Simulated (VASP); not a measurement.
The system is TaN.

```
CELL_PARAMETERS angstrom
0.00000 2.17900 2.17900
2.17900 0.00000 2.17900
2.17900 2.17900 0.00000
ATOMIC_POSITIONS crystal
Ta 0.50000 0.50000 0.50000
N 0.00000 0.00000 0.00000
```

Base run:

* Program: VASP 6.6.1
* Functional: PBE
* Potentials or basis: VASP PAW PBE potentials, release 64 (Ta_sv_GW, N)
* Cutoff: 600 eV
* k mesh: 7 × 7 × 7
* Occupations: methfessel-paxton, width 0.1 eV
* Spin: no spin polarisation

Its results: band gap on the k mesh zero (band 9 reaches 15.62 eV, above the bottom of band 10 at 12.05 eV); pressure 14.4 GPa.

The run is repeated on the same cell with these changes: k mesh from 7 × 7 × 7 to 5 × 5 × 5. What comes out?

Band gap on the k mesh zero (band 9 reaches 15.22 eV, above the bottom of band 10 at 12.07 eV); pressure 14.0 GPa.

Caveats: some runs use coarse meshes; spin-orbit coupling is left out, which moves the levels of the heavy elements.
